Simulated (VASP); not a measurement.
# TaN: relaxation of cell and atoms with PBE+D3(BJ)

TaN:

```
Ta N
1.0
     5.18500    0.00000    0.00000
    -2.59250    4.49034    0.00000
     0.00000    0.00000    2.90800
Ta N
3 3
Direct
  0.00000 0.00000 0.00000
  0.33333 0.66667 0.50000
  0.66667 0.33333 0.50000
  0.50000 0.00000 0.00000
  0.50000 0.50000 0.00000
  0.00000 0.50000 0.00000
```

```yaml
Program: VASP 6.6.1
Task: relaxation of cell and atoms
Functional: PBE
Dispersion: D3(BJ)
Potentials_or_basis: VASP PAW PBE potentials, release 64 (Ta_pv, N)
Cutoff: 600 eV
k_mesh: 12 × 12 × 12
Occupations: gaussian, width 0.1 eV
Spin: no spin polarisation
Dipole_correction: no
Further_INCAR_settings: ALGO = Normal; EDIFF = 1e-07; IBRION = 2; EDIFFG = -0.005; NSW = 100; ISIF = 3
```

The relaxed volume is 11.45 Å³/atom. The relaxed cell is a = 5.219 Å, b = 5.219 Å, c = 2.914 Å, α = 90.00°, β = 90.00°, γ = 120.00°, the space group after relaxing (to 0.1 Å) is P6/mmm (No. 191) and the energy gained by relaxing is 2.4 meV/atom. The ionic steps are 6. The pressure after relaxing is 0.1 GPa and the band gap on the k mesh is zero (bands 24 and 25 overlap by 2.14 eV). The dispersion energy per atom is -0.437 eV.

The path:
| step | energy change (eV) | largest force (eV/Å) | pressure (GPa) | volume (Å³) |
| --- | --- | --- | --- | --- |
| 1 | 0.0000 | 0.0000 | 4.55 | 67.71 |
| 2 | 0.0535 | 0.0000 | -9.37 | 70.89 |
| 3 | -0.0134 | 0.0000 | -0.05 | 68.67 |
| 4 | -0.0134 | 0.0000 | 0.04 | 68.65 |
| 5 | -0.0145 | 0.0000 | 0.07 | 68.74 |
| 6 | -0.0145 | 0.0000 | 0.06 | 68.73 |

Final structure:
```
CELL_PARAMETERS angstrom
5.21886 0.00000 0.00000
-2.60943 4.51966 0.00000
0.00000 0.00000 2.91371
ATOMIC_POSITIONS crystal
Ta 0.00000 0.00000 0.00000
Ta 0.33333 0.66667 0.50000
Ta 0.66667 0.33333 0.50000
N 0.50000 0.00000 0.00000
N 0.50000 0.50000 0.00000
N 0.00000 0.50000 0.00000
```

Levels at points of the mesh, in eV from the Fermi level:
| k point | band 22 | band 23 | band 24 | band 25 | band 26 | band 27 |
| --- | --- | --- | --- | --- | --- | --- |
| (0.00, 0.00, 0.00) | -2.53 | -2.11 | -1.27 | -1.27 | 0.81 | 0.81 |
| (0.50, 0.00, 0.00) | -2.97 | -1.73 | -0.74 | 1.27 | 1.78 | 1.80 |
| (0.00, 0.00, 0.50) | -3.14 | -1.96 | 0.83 | 0.83 | 1.44 | 1.68 |
| (0.50, 0.00, 0.50) | -3.11 | -2.16 | -1.26 | 1.00 | 1.30 | 3.01 |

It took 11 min on 1 thread of AMD EPYC 9R45 96-Core Processor (Zen 5), on a shared host, peak memory 0.37 GiB.

Caveat: spin-orbit coupling is left out, which moves the levels of the heavy elements. Zero-point motion and thermal expansion aren't in these numbers.
